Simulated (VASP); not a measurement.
# SnO2 in VASP: a series of runs

The runs below take SnO2 through single point, with PBE, revPBE+D4, revPBE+D3(BJ).

All numbers are computed with VASP 6.6.1; they aren't measurements. Logs are shortened: lines on timing, memory, paths and dates and some standing lists are left out, and cuts for length are marked.

### 1 The cell of the first run

The typed cell holds 3 atoms: a = 5.151 Å, b = 5.151 Å, c = 5.151 Å, α = 36.59°, β = 36.59°, γ = 36.59°.

### 2 Single point, PBE (atoms moved at random)

File INCAR:

```
PREC = Accurate
ENCUT = 520
EDIFF = 1E-6
ISMEAR = -1
SIGMA = 0.05
LREAL = F
LASPH = T
NELM = 60
ALGO = Normal
ISIF = 2
LWAVE = F
LCHARG = F
GGA = PE
NBANDS = 20
```

File KPOINTS:

```
Automatic mesh
0
Gamma
  10 10 10
```

File POSCAR:

```
SnO2
1.0
    1.6170930752      0.9336291223      4.8005925840
   -1.6170930752      0.9336291223      4.8005925840
    0.0000000000     -1.8672582446      4.8005925840
Sn O
1 2
Direct
    0.5169490000      0.4971150000      0.4993180000
    0.7802240000      0.7687570000      0.7455410000
    0.2289700000      0.2543820000      0.2329610000
```

Potentials or basis: VASP PAW PBE potentials, release 64 (Sn_d, O).

The run is started by

```console
$ cat potpaw_PBE.64/Sn_d/POTCAR potpaw_PBE.64/O/POTCAR > POTCAR
$ mpirun -np 1 vasp_std > vasp.out
```

OUTCAR:

```text
PREC = Accurate
   ENCUT = 520
   EDIFF = 1E-6
   ISMEAR = -1
   LREAL = F
   LASPH = T
   NELM = 60
   ISIF = 2
   GGA = PE

 ion  position               nearest neighbor table
   1  0.517  0.497  0.499-   3 2.05   3 2.11   2 2.12   2 2.14   3 2.16   2 2.18
   2  0.780  0.769  0.746-   1 2.12   1 2.14   1 2.18
   3  0.229  0.254  0.233-   1 2.05   1 2.11   1 2.16

  LATTYP: Found a trigonal (rhomboedric) cell.
 ALAT       =     5.1509554948
 COS(alpha) =     0.8028828391

  Lattice vectors:

 A1 = (   1.6170930752,   0.9336291223,   4.8005925840)
 A2 = (  -1.6170930752,   0.9336291223,   4.8005925840)
 A3 = (   0.0000000000,  -1.8672582446,   4.8005925840)

Analysis of symmetry for initial positions (statically):
=====================================================================
 Subroutine PRICEL returns:
 Original cell was already a primitive cell.

 Routine SETGRP: Setting up the symmetry group for a
 trigonal (rhombohedral) supercell.

 Subroutine GETGRP returns: Found  1 space group operations
 (whereof  1 operations were pure point group operations)
 out of a pool of 12 trial point group operations.

The static configuration has the point symmetry C_1 .

Analysis of symmetry for dynamics (positions and initial velocities):
=====================================================================
 Subroutine PRICEL returns:
 Original cell was already a primitive cell.

 Routine SETGRP: Setting up the symmetry group for a
 trigonal (rhombohedral) supercell.

 Subroutine GETGRP returns: Found  1 space group operations
 (whereof  1 operations were pure point group operations)
 out of a pool of 12 trial point group operations.

The dynamic configuration has the point symmetry C_1 .

 Subroutine INISYM returns: Found  1 space group operations
 (whereof  1 operations are pure point group operations),
 and found     1 'primitive' translations

----------------------------------------------------------------------------------------

                                     Primitive cell

  volume of cell :      43.4866

  direct lattice vectors                    reciprocal lattice vectors
[... 77 lines left out ...]
   NGX,Y,Z   is equivalent  to a cutoff of  12.91, 12.91, 12.91 a.u.
   NGXF,Y,Z  is equivalent  to a cutoff of  25.82, 25.82, 25.82 a.u.
 SYSTEM =  unknown system
   PREC   = accura    normal or accurate (medium, high low for compatibility)
   ISTART =      0    job   : 0-new  1-cont  2-samecut
   ICHARG =      2    charge: 1-file 2-atom 10-const
   ISPIN  =      1    spin polarized calculation?
   LNONCOLLINEAR =      F non collinear calculations
   LSORBIT =      F    spin-orbit coupling
   LASPH  =      T    aspherical Exc in radial PAW
   ENCUT  =  520.0 eV  38.22 Ry    6.18 a.u.   9.58  9.58  9.58*2*pi/ulx,y,z
   NELM   =     60;   NELMIN=  2; NELMDL= -5     # of ELM steps
   EDIFF  = 0.1E-05   stopping-criterion for ELM
   LREAL  =      F    real-space projection
   EDIFFG = 0.1E-04   stopping-criterion for IOM
   NSW    =      0    number of steps for IOM
   IBRION =     -1    ionic relax: 0-MD 1-quasi-New 2-CG
   NFREE  =      0    steps in history (QN), initial steepest desc. (CG)
   ISIF   =      2    stress and relaxation
   ISYM   =      2    0-nonsym 1-usesym 2-fastsym
   POTIM  = 0.5000    time-step for ionic-motion
   TEBEG  =    0.0;   TEEND  =   0.0 temperature during run
   PSTRESS=    0.0 pullay stress
   NELECT =      26.0000    total number of electrons
   NUPDOWN=      -1.0000    fix difference up-down
   EMIN   =  10.00;   EMAX   =-10.00  energy-range for DOS
   EFERMI =   0.00;   METHOD = LEGACY
   ISMEAR =    -1;   SIGMA  =   0.05  broadening in eV -4-tet -1-fermi 0-gaus
   EFERMI_NEDOS =   21; number of points for ismear=-14 and -15
   IALGO  =     38    algorithm
   IMIX   =      4    mixing-type and parameters
     AMIX     =   0.40;   BMIX     =  1.00
     AMIX_MAG =   1.60;   BMIX_MAG =  1.00
  volume/ion in A,a.u.               =      14.50        97.82
  Fermi-wavevector in a.u.,A,eV,Ry     =   1.379158  2.606231 25.879336  1.902078
  Thomas-Fermi vector in A             =   2.504154
   LORBIT       =      0    0 simple, 1 ext, 2 COOP (PROOUT), +10 PAW based schemes
   GGA     = PE    functional components
   LHFCALC =     F    Hartree Fock is set to
   AEXX    =    0.0000 exact exchange contribution
   IVDW    =     0    specifies the selected vdW correction
   LEPSILON=     F    determine dielectric tensor
   LRPA    =     F    only Hartree local field effects (RPA)
 non-spin polarized calculation
  energy-cutoff  :      520.00
  volume of cell :       43.49
 maximum number of plane-waves:      1190
 NGX is ok and might be reduce to    40
   NGX = 19   NGY = 19   NGZ = 19

 number of electron      26.0000003 magnetization

 Free energy of the ion-electron system (eV)
  ---------------------------------------------------
  ext. energy  EPLUGINS =         0.00000000
  ---------------------------------------------------
  free energy    TOTEN  =       -18.15570365 eV

  energy without entropy =      -18.15570365  energy(sigma->0) =      -18.15570365

 E-fermi :   4.3692     XC(G=0):  -9.9867

 val. band max:        3.3225805716   @ k =   0.2000   0.0000  -0.2000
 cond. band min:       5.2146182719   @ k =   0.0000   0.0000   0.0000
 fundamental gap:      1.8920377003
 Fermi energy:         4.3691648920

 k-point     1 :       0.0000    0.0000    0.0000
  band No.  band energies     occupation
      1     -16.7309      2.00000
      2     -16.5167      2.00000
      3     -16.5060      2.00000
      4     -16.3300      2.00000
      5     -16.3255      2.00000
      6     -14.6474      2.00000
[... 541 lines left out ...]
     19      17.5207      0.00000
     20      20.1699      0.00000

 [... further k-points ...]
[... 5 lines left out ...]
  --------------------------------------------------------------------------------------
  -------------------------------------------------------------------------------------
  Total        0.2751270      0.2563940     -0.0100270      0.1061725      0.4260216      0.6597807
  in kB       10.1365062      9.4463247     -0.3694247      3.9117144     15.6959176     24.3083038
  external PRESSURE =       6.4044687 kB  Pullay stress =       0.0000000 kB

 VOLUME and BASIS-vectors are now :
 -----------------------------------------------------------------------------
  energy-cutoff  :      520.00
  volume of cell :       43.49
      direct lattice vectors                 reciprocal lattice vectors
     1.617093075  0.933629122  4.800592584     0.309196797  0.178514854  0.069435872
    -1.617093075  0.933629122  4.800592584    -0.309196797  0.178514854  0.069435872
     0.000000000 -1.867258245  4.800592584     0.000000000 -0.357029708  0.069435872

 POSITION                                       TOTAL-FORCE (eV/Angst)
 -----------------------------------------------------------------------------------
      0.03207      0.01440      7.26513        -0.660089      0.151199     -0.783488
      0.01854      0.05406     11.01507        -0.018939     -0.290434      0.381041
     -0.04109      0.01627      3.43873         0.679028      0.139234      0.402446
 -----------------------------------------------------------------------------------
    total drift:                               -0.000011      0.000003     -0.000199

  FREE ENERGIE OF THE ION-ELECTRON SYSTEM (eV)
  ---------------------------------------------------
  free  energy   TOTEN  =       -18.1557036483 eV

  energy  without entropy=      -18.1557036480  energy(sigma->0) =      -18.15570365
```

OSZICAR:

```text
N       E                     dE             d eps       ncg     rms          rms(c)
DAV:   1     0.261843361222E+03    0.26184E+03   -0.13920E+04 21200   0.191E+03
DAV:   2     0.872721121877E+01   -0.25312E+03   -0.23992E+03 22020   0.496E+02
DAV:   3    -0.202564018485E+02   -0.28984E+02   -0.28688E+02 23600   0.143E+02
DAV:   4    -0.210913247002E+02   -0.83492E+00   -0.83419E+00 22148   0.263E+01
DAV:   5    -0.211081957906E+02   -0.16871E-01   -0.16871E-01 24508   0.395E+00    0.107E+01
DAV:   6    -0.181763460868E+02    0.29318E+01   -0.11604E+01 31232   0.577E+01    0.439E+00
DAV:   7    -0.181725048945E+02    0.38412E-02   -0.69696E-01 20564   0.683E+00    0.212E+00
DAV:   8    -0.181561128435E+02    0.16392E-01   -0.74361E-02 21404   0.277E+00    0.520E-01
DAV:   9    -0.181550266716E+02    0.10862E-02   -0.12363E-02 27416   0.149E+00    0.114E-01
DAV:  10    -0.181554155084E+02   -0.38884E-03   -0.19858E-03 25032   0.359E-01    0.759E-02
DAV:  11    -0.181557021587E+02   -0.28665E-03   -0.45120E-04 20712   0.164E-01    0.227E-02
DAV:  12    -0.181557021973E+02   -0.38596E-07   -0.28764E-05 26236   0.446E-02    0.992E-03
DAV:  13    -0.181557035968E+02   -0.13995E-05   -0.67507E-06 20708   0.195E-02    0.270E-03
DAV:  14    -0.181557036483E+02   -0.51546E-07   -0.48516E-07 17400   0.626E-03
   1 F= -.18155704E+02 E0= -.18155704E+02  d E =-.294529E-09
```

stdout:

```text
POSCAR found type information on POSCAR SnO
 POSCAR found :  2 types and       3 ions
 scaLAPACK will be used
 LDA part: xc-table for (Slater+PW92), standard interpolation
 POSCAR, INCAR and KPOINTS ok, starting setup
 FFT: planning ... GRIDC
 FFT: planning ... GRID_SOFT
 FFT: planning ... GRID
 WAVECAR not read
 entering main loop
```

It took 17 min on 1 thread of AMD EPYC 7R43 (Zen 3), shared host; peak memory 0.5 GiB.

What came out:

```yaml
Free_energy: -18.1557 eV
Pressure: 0.6 GPa
Largest_force: 1.036 eV/Å
Band_gap_on_the_k_mesh: 1.89 eV, indirect (least direct gap 2.03 eV)
```

Forces on the atoms (eV/Å):
```
Sn  -0.660  0.151 -0.783
O   -0.019 -0.290  0.381
O    0.679  0.139  0.402
```

Stress tensor (GPa, compression positive):
```
 1.01  0.39  2.43
 0.39  0.94  1.57
 2.43  1.57 -0.04
```

Caveat: the cell differs from its parent crystal (atoms moved at random); spin-orbit coupling is left out, which moves the levels of the heavy elements; forces of over 1 eV/Å act on the atoms, so gaps and moduli don't describe the material at rest. A k mesh can miss the band edges.

### 3 Single point, revPBE+D4

This run uses another cell than the first one, of 12.60 Å³/atom, 0.869 times its volume.

File INCAR:

```
SYSTEM = SnO2
PREC     = Accurate       ! precision mode
ENCUT    = 520            ! plane-wave cutoff, eV
EDIFF    = 1E-6           ! SCF threshold, eV
ISMEAR   = -1             ! smearing method
SIGMA    = 0.05           ! smearing width, eV
LREAL    = .FALSE.        ! projectors in reciprocal space
LASPH    = .TRUE.         ! aspherical terms in the spheres
NELM     = 100            ! most SCF steps
ALGO     = Normal         ! electronic algorithm
ISIF     = 2              ! what is computed and relaxed
LWAVE    = .FALSE.        ! write WAVECAR
LCHARG   = .FALSE.        ! write CHGCAR
GGA      = RE             ! functional
IVDW     = 13             ! dispersion correction
NBANDS   = 20             ! bands
```

File KPOINTS:

```
regular mesh
0
G
  10 10 10
  0 0 0
```

File POSCAR:

```
SnO2
1.0
    1.6206221160      0.9356666149      4.1538915638
   -1.6206221160      0.9356666149      4.1538915638
    0.0000000000     -1.8713332299      4.1538915638
Sn O
1 2
Direct
    0.5000000000      0.5000000000      0.5000000000
    0.7541775243      0.7541775243      0.7541775243
    0.2458224757      0.2458224757      0.2458224757
```

Potentials or basis: VASP PAW PBE potentials, release 64 (Sn_d, O).

The run is started by

```console
$ cat potpaw_PBE.64/Sn_d/POTCAR potpaw_PBE.64/O/POTCAR > POTCAR
$ mpirun -np 1 vasp_std > vasp.out
```

OUTCAR:

```text
SYSTEM = SnO2
   PREC = Accurate
   ENCUT = 520
   EDIFF = 1E-6
   ISMEAR = -1
   LREAL = .FALSE.
   LASPH = .TRUE.
   NELM = 100
   ISIF = 2
   GGA = RE
   IVDW = 13

 ion  position               nearest neighbor table
   1  0.500  0.500  0.500-   3 2.12   3 2.12   2 2.12   2 2.12   3 2.12   2 2.12
   2  0.754  0.754  0.754-   1 2.12   1 2.12   1 2.12
   3  0.246  0.246  0.246-   1 2.12   1 2.12   1 2.12

  LATTYP: Found a trigonal (rhomboedric) cell.
 ALAT       =     4.5559524999
 COS(alpha) =     0.7469332177

  Lattice vectors:

[... 742 lines left out ...]

  DFT-D4 for vdW energy calculation

  Edisp (eV):   -1.39412

  FORCE on cell =-STRESS in cart. coord.  units (eV):
  Direction    XX          YY          ZZ          XY          YZ          ZX
  --------------------------------------------------------------------------------------
  -------------------------------------------------------------------------------------
  Total       0.20180     0.20180     0.04236     0.00000    -0.00000    -0.00000
  in kB       8.55492     8.55492     1.79588     0.00000    -0.00000    -0.00000
  external pressure =        6.30 kB  Pullay stress =        0.00 kB

 VOLUME and BASIS-vectors are now :
 -----------------------------------------------------------------------------
  energy-cutoff  :      520.00
  volume of cell :       37.79
      direct lattice vectors                 reciprocal lattice vectors
     1.620622116  0.935666615  4.153891564     0.308523495  0.178126123  0.080246036
    -1.620622116  0.935666615  4.153891564    -0.308523495  0.178126123  0.080246036
     0.000000000 -1.871333230  4.153891564     0.000000000 -0.356252246  0.080246036

 POSITION                                       TOTAL-FORCE (eV/Angst)
 -----------------------------------------------------------------------------------
      0.00000     -0.00000      6.23084         0.000000     -0.000000     -0.000000
      0.00000     -0.00000      9.39831         0.000000      0.000000     -0.051996
      0.00000     -0.00000      3.06336         0.000000     -0.000000      0.051996
 -----------------------------------------------------------------------------------
    total drift:                               -0.000000     -0.000000     -0.000000

  FREE ENERGIE OF THE ION-ELECTRON SYSTEM (eV)
  ---------------------------------------------------
  free  energy   TOTEN  =       -18.5125793509 eV

  energy  without entropy=      -18.5125793459  energy(sigma->0) =      -18.51257935
```

Wall time 2 min (1 thread of Intel Xeon Platinum 8375C at 2.90GHz (Ice Lake), shared host); peak memory 0.25 GiB.

Results:

* Free energy: -18.5126 eV
* Pressure: 0.6 GPa
* Largest force: 0.052 eV/Å
* Band gap on the k mesh: 1.48 eV, direct
* Dispersion energy per atom: -0.465 eV

Forces on the atoms (eV/Å):
```
Sn   0.000  0.000  0.000
O    0.000  0.000 -0.052
O    0.000  0.000  0.052
```

Caveat: the PAW data sets were made with another functional, which shifts forces and pressure a little; spin-orbit coupling is left out, which moves the levels of the heavy elements.

(Continued in part 2 of 2.)
